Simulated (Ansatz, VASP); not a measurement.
**Pd in VASP and in Ansatz**

```
Pd
1.0
     0.00000    1.96742    1.96742
     1.96742    0.00000    1.96742
     1.96742    1.96742    0.00000
Pd
1
Cartesian
  0.0000 0.0000 0.0000
```

Alike in both runs: task single point; functional r2SCAN; k mesh 15 × 15 × 15; no spin polarisation.

|  | VASP | Ansatz |
| --- | --- | --- |
| version | VASP 6.6.1 | Ansatz 0.2.0 |
| potentials or method | VASP PAW PBE potentials, release 64 (Pd), cutoff 550 eV | PAW plane waves |
| occupations | fermi-dirac, width 0.1 eV | fermi-dirac |
| valence electrons in the cell | 10 | 18 |

```csv
,VASP,Ansatz,Ansatz less VASP
pressure (GPa),-2.8,-3.4,-0.53
```

VASP's potentials were made for PBE, not for r2SCAN. VASP's potentials hold 10 valence electrons a cell and Ansatz's 18, so a difference there can come from the potentials and not from the codes.
